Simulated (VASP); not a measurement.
# V (Pm-3m) in VASP: further runs

Runs on V. Level: PBE. Tasks: single point.

Everything below comes from runs of VASP 6.6.1. Logs are shortened: lines on timing, memory, paths and dates and some standing lists are left out, and cuts for length are marked.

## 1. The cell of the first run

Symmetry: Pm-3m, No. 221, cubic system. The conventional cell has a = 2.508 Å, b = 2.508 Å, c = 2.508 Å, α = 90.00°, β = 90.00°, γ = 90.00°. V (site symmetry m-3m) has 6 V at 2.51 Å within 3.3 Å.

This isn't the form of V at room conditions, which is bcc.

## 2. Single point, PBE, collinear spin, ferromagnetic start (15.77 Å³/atom)

Contents of INCAR:

```
  PREC = Accurate
  ENCUT = 520
  EDIFF = 1E-7
  ISMEAR = -1
  SIGMA = 0.05
  LREAL = False
  LASPH = True
  NELM = 150
  ALGO = Normal
  ISIF = 2
  LWAVE = False
  LCHARG = True
  ISPIN = 2
  MAGMOM = 1
  LORBIT = 11
  LMAXMIX = 4
  GGA = PE
  LELF = True
  LVHAR = True
  NBANDS = 16
```

Contents of KPOINTS:

```
Automatic mesh
0
Gamma
  21 21 21
```

Contents of POSCAR:

```
V
1.0
    2.5078211718      0.0000000000      0.0000000000
    0.0000000000      2.5078211718      0.0000000000
    0.0000000000      0.0000000000      2.5078211718
V
1
Direct
    0.0000000000      0.0000000000      0.0000000000
```

Potentials or basis: VASP PAW PBE potentials, release 64 (V_sv).

Command:

```sh
> cat potpaw_PBE.64/V_sv/POTCAR > POTCAR
> mpirun -np 1 vasp_std > vasp.out
```

OUTCAR:

```text
PREC = Accurate
   ENCUT = 520
   EDIFF = 1E-7
   ISMEAR = -1
   LREAL = False
   LASPH = True
   NELM = 150
   ISIF = 2
   ISPIN = 2
   LORBIT = 11
   GGA = PE

 ion  position               nearest neighbor table
   1  0.000  0.000  0.000-

  LATTYP: Found a simple cubic cell.
 ALAT       =     2.5078211718

  Lattice vectors:

 A1 = (   2.5078211718,   0.0000000000,   0.0000000000)
 A2 = (   0.0000000000,   2.5078211718,   0.0000000000)
 A3 = (   0.0000000000,   0.0000000000,   2.5078211718)

Analysis of symmetry for initial positions (statically):
=====================================================================
 Subroutine PRICEL returns:
 Original cell was already a primitive cell.

 Routine SETGRP: Setting up the symmetry group for a
 simple cubic supercell.

 Subroutine GETGRP returns: Found 48 space group operations
 (whereof 48 operations were pure point group operations)
 out of a pool of 48 trial point group operations.

The static configuration has the point symmetry O_h .

Analysis of symmetry for dynamics (positions and initial velocities):
=====================================================================
 Subroutine PRICEL returns:
 Original cell was already a primitive cell.

 Routine SETGRP: Setting up the symmetry group for a
 simple cubic supercell.

 Subroutine GETGRP returns: Found 48 space group operations
 (whereof 48 operations were pure point group operations)
 out of a pool of 48 trial point group operations.

The dynamic configuration has the point symmetry O_h .

Analysis of structural, dynamic, and magnetic symmetry:
=====================================================================
 Subroutine PRICEL returns:
 Original cell was already a primitive cell.

 Routine SETGRP: Setting up the symmetry group for a
 simple cubic supercell.

 Subroutine GETGRP returns: Found 48 space group operations
 (whereof 48 operations were pure point group operations)
 out of a pool of 48 trial point group operations.

The overall configuration has the point symmetry O_h .

 Subroutine INISYM returns: Found 48 space group operations
 (whereof 48 operations are pure point group operations),
 and found     1 'primitive' translations

----------------------------------------------------------------------------------------

                                     Primitive cell

[... 102 lines left out ...]
   EFERMI =   0.00;   METHOD = LEGACY
   ISMEAR =    -1;   SIGMA  =   0.05  broadening in eV -4-tet -1-fermi 0-gaus
   EFERMI_NEDOS =   21; number of points for ismear=-14 and -15
   IALGO  =     38    algorithm
   IMIX   =      4    mixing-type and parameters
     AMIX     =   0.40;   BMIX     =  1.00
     AMIX_MAG =   1.60;   BMIX_MAG =  1.00
  volume/ion in A,a.u.               =      15.77       106.44
  Fermi-wavevector in a.u.,A,eV,Ry     =   1.534945  2.900625 32.056075  2.356055
  Thomas-Fermi vector in A             =   2.641802
   LORBIT       =     11    0 simple, 1 ext, 2 COOP (PROOUT), +10 PAW based schemes
   GGA     = PE    functional components
   LHFCALC =     F    Hartree Fock is set to
   AEXX    =    0.0000 exact exchange contribution
   IVDW    =     0    specifies the selected vdW correction
   LEPSILON=     F    determine dielectric tensor
   LRPA    =     F    only Hartree local field effects (RPA)
 spin polarized calculation
  energy-cutoff  :      520.00
  volume of cell :       15.77
 maximum number of plane-waves:       445
 NGX is ok and might be reduce to    20
   NGX =  9   NGY =  9   NGZ =  9

 number of electron      12.9999990 magnetization       0.0025186

 number of electron      12.9999990 magnetization      -0.0000558

 Free energy of the ion-electron system (eV)
  ---------------------------------------------------
  ext. energy  EPLUGINS =         0.00000000
  ---------------------------------------------------
  free energy    TOTEN  =        -8.12464473 eV

  energy without entropy =       -8.11366887  energy(sigma->0) =       -8.11915680

 E-fermi :   8.0090     XC(G=0): -11.9576

 val. band max:        8.0033335747   @ k =   0.4762   0.4286   0.1429
 cond. band min:       8.0105488362   @ k =   0.2857   0.2381   0.2381
 fundamental gap:      0.0072152615
 Fermi energy:         8.0089573398

 spin component 1

 k-point     1 :       0.0000    0.0000    0.0000
  band No.  band energies     occupation
      1     -55.8911      1.00000
      2     -29.2555      1.00000
      3     -29.2555      1.00000
      4     -29.2555      1.00000
      5       1.8586      1.00000
      6       6.0886      1.00000
[... 435 lines left out ...]
      5       3.0511      1.00000
      6       6.4334      1.00000
[... 8 lines left out ...]
     15      32.9708      0.00000
     16      37.1012      0.00000

 [... further k-points ...]

 spin component 2

 k-point     1 :       0.0000    0.0000    0.0000
  band No.  band energies     occupation
      1     -55.8912      1.00000
      2     -29.2556      1.00000
      3     -29.2556      1.00000
      4     -29.2556      1.00000
      5       1.8585      1.00000
      6       6.0886      1.00000
[... 435 lines left out ...]
      5       3.0511      1.00000
      6       6.4334      1.00000
[... 8 lines left out ...]
     15      32.9708      0.00000
     16      37.1011      0.00000

 [... further k-points ...]

------------------------ aborting loop because EDIFF is reached ----------------------------------------

  FORCE on cell =-STRESS in cart. coord.  units (eV):
  Direction    XX          YY          ZZ          XY          YZ          ZX
  --------------------------------------------------------------------------------------
  -------------------------------------------------------------------------------------
  Total       -0.8206301     -0.8206301     -0.8206301     -0.0000000      0.0000000     -0.0000000
  in kB      -83.3620414    -83.3620414    -83.3620414     -0.0000000      0.0000000     -0.0000000
  external PRESSURE =     -83.3620414 kB  Pullay stress =       0.0000000 kB

 VOLUME and BASIS-vectors are now :
 -----------------------------------------------------------------------------
  energy-cutoff  :      520.00
  volume of cell :       15.77
      direct lattice vectors                 reciprocal lattice vectors
     2.507821172  0.000000000  0.000000000     0.398752515  0.000000000  0.000000000
     0.000000000  2.507821172  0.000000000     0.000000000  0.398752515  0.000000000
     0.000000000  0.000000000  2.507821172     0.000000000  0.000000000  0.398752515

 POSITION                                       TOTAL-FORCE (eV/Angst)
 -----------------------------------------------------------------------------------
      0.00000      0.00000      0.00000         0.000000      0.000000      0.000000
 -----------------------------------------------------------------------------------
    total drift:                               -0.000000      0.000000      0.000000

  FREE ENERGIE OF THE ION-ELECTRON SYSTEM (eV)
  ---------------------------------------------------
  free  energy   TOTEN  =        -8.1246447268 eV

  energy  without entropy=       -8.1136688651  energy(sigma->0) =       -8.11915680

 total charge

# of ion       s       p       d       tot
------------------------------------------
    1        2.337   6.144   3.139  11.620

 magnetization (x)

# of ion       s       p       d       tot
------------------------------------------
    1       -0.000  -0.000  -0.000  -0.000
```

OSZICAR:

```text
N       E                     dE             d eps       ncg     rms          rms(c)
DAV:   1     0.970184137830E+02    0.97018E+02   -0.67945E+03 18480   0.904E+02
DAV:   2    -0.735457867268E+01   -0.10437E+03   -0.99935E+02 20000   0.269E+02
DAV:   3    -0.898081936509E+01   -0.16262E+01   -0.16241E+01 20832   0.370E+01
DAV:   4    -0.898802803857E+01   -0.72087E-02   -0.72085E-02 21032   0.260E+00
DAV:   5    -0.898810095156E+01   -0.72913E-04   -0.72912E-04 21024   0.245E-01    0.151E+01
DAV:   6    -0.811239674820E+01    0.87570E+00   -0.16980E+00 20440   0.185E+01    0.208E+00
DAV:   7    -0.812425546853E+01   -0.11859E-01   -0.46603E-02 19480   0.196E+00    0.154E+00
DAV:   8    -0.812359792646E+01    0.65754E-03   -0.34547E-03 21072   0.667E-01    0.103E+00
DAV:   9    -0.812425952574E+01   -0.66160E-03   -0.13852E-03 20784   0.385E-01    0.235E-01
DAV:  10    -0.812462757943E+01   -0.36805E-03   -0.18060E-04 20032   0.167E-01    0.530E-02
DAV:  11    -0.812464459432E+01   -0.17015E-04   -0.20902E-05 19752   0.351E-02    0.188E-02
DAV:  12    -0.812464456688E+01    0.27444E-07   -0.27743E-06 20672   0.172E-02    0.116E-02
DAV:  13    -0.812464469260E+01   -0.12572E-06   -0.92237E-07 19648   0.104E-02    0.175E-03
DAV:  14    -0.812464472678E+01   -0.34180E-07   -0.24684E-08 13992   0.163E-03
   1 F= -.81246447E+01 E0= -.81191568E+01  d E =-.109759E-01  mag=    -0.0001
```

Run time: 2.8 min. Hardware: 1 thread of Intel Xeon 8259CL, shared host; peak memory 0.21 GiB.

What came out:

| Item | Value |
| --- | --- |
| Free energy | -8.1246 eV |
| Pressure | -8.3 GPa |
| Net moment | 0.00 μB per cell |
| Valence electrons inside the program's atomic spheres | V 11.62 |

Levels at points of the mesh, in eV from the Fermi level:
Spin up:
```csv
k point,band 5,band 6,band 7,band 8,band 9,band 10
"(0.00, 0.00, 0.00)",-6.15,-1.92,-1.92,3.23,3.23,3.23
```
Spin down:
| k point | band 4 | band 5 | band 6 | band 7 | band 8 | band 9 | band 10 | band 11 |
| --- | --- | --- | --- | --- | --- | --- | --- | --- |
| (0.00, 0.00, 0.00) | -37.26 | -6.15 | -1.92 | -1.92 | 3.23 | 3.23 | 3.23 | 17.42 |

Caveat: the cell stands under tension.

## 3. Single point, PBE, collinear spin, ferromagnetic start (16.36 Å³/atom)

This run uses another cell than the first one, of 16.36 Å³/atom.

Contents of INCAR:

```
PREC = Accurate ; ENCUT = 520
EDIFF = 1E-7 ; ISMEAR = -1
SIGMA = 0.05 ; LREAL = False
LASPH = True ; NELM = 150
ALGO = Normal ; ISIF = 2
LWAVE = False ; LCHARG = False
ISPIN = 2 ; MAGMOM = 1
LORBIT = 11 ; LMAXMIX = 4
GGA = PE ; NBANDS = 16
```

Contents of KPOINTS:

```
regular mesh
0
Gamma
  21 21 21
```

Contents of POSCAR:

```
V
1.0
    2.5384073712      0.0000000000      0.0000000000
    0.0000000000      2.5384073712      0.0000000000
    0.0000000000      0.0000000000      2.5384073712
V
1
Direct
    0.0000000000      0.0000000000      0.0000000000
```

Potentials or basis: VASP PAW PBE potentials, release 64 (V_sv).

Command:

```sh
> cat potpaw_PBE.64/V_sv/POTCAR > POTCAR
> mpirun -np 1 vasp_std > vasp.out
```

OUTCAR:

```text
PREC = Accurate
   ENCUT = 520
   EDIFF = 1E-7
   ISMEAR = -1
   LREAL = False
   LASPH = True
   NELM = 150
   ISIF = 2
   ISPIN = 2
   LORBIT = 11
   GGA = PE

 ion  position               nearest neighbor table
   1  0.000  0.000  0.000-

  LATTYP: Found a simple cubic cell.
 ALAT       =     2.5384073712

  Lattice vectors:

 A1 = (   2.5384073712,   0.0000000000,   0.0000000000)
 A2 = (   0.0000000000,   2.5384073712,   0.0000000000)
[... 1121 lines left out ...]
  --------------------------------------------------------------------------------------
  -------------------------------------------------------------------------------------
  Total       -1.2111723     -1.2111723     -1.2111723      0.0000000      0.0000000     -0.0000000
  in kB     -118.6403892   -118.6403892   -118.6403892      0.0000000      0.0000000     -0.0000000
  external PRESSURE =    -118.6403892 kB  Pullay stress =       0.0000000 kB

 VOLUME and BASIS-vectors are now :
 -----------------------------------------------------------------------------
  energy-cutoff  :      520.00
  volume of cell :       16.36
      direct lattice vectors                 reciprocal lattice vectors
     2.538407371  0.000000000  0.000000000     0.393947800  0.000000000  0.000000000
     0.000000000  2.538407371  0.000000000     0.000000000  0.393947800  0.000000000
     0.000000000  0.000000000  2.538407371     0.000000000  0.000000000  0.393947800

 POSITION                                       TOTAL-FORCE (eV/Angst)
 -----------------------------------------------------------------------------------
      0.00000      0.00000      0.00000         0.000000      0.000000      0.000000
 -----------------------------------------------------------------------------------
    total drift:                               -0.000000      0.000000      0.000000

  FREE ENERGIE OF THE ION-ELECTRON SYSTEM (eV)
  ---------------------------------------------------
  free  energy   TOTEN  =        -8.0878115447 eV

  energy  without entropy=       -8.0764814353  energy(sigma->0) =       -8.08214649

 total charge

# of ion       s       p       d       tot
------------------------------------------
    1        2.330   6.136   3.106  11.571

 magnetization (x)

# of ion       s       p       d       tot
------------------------------------------
    1       -0.000  -0.000  -0.000  -0.000
```

It took 2.8 min on 1 thread of Intel Xeon 8259CL, shared host; peak memory 0.22 GiB.

What came out:

* Free energy: -8.0878 eV
* Pressure: -11.9 GPa
* Net moment: 0.00 μB per cell
* Valence electrons inside the program's atomic spheres: V 11.57

Caveat: the cell stands under tension.
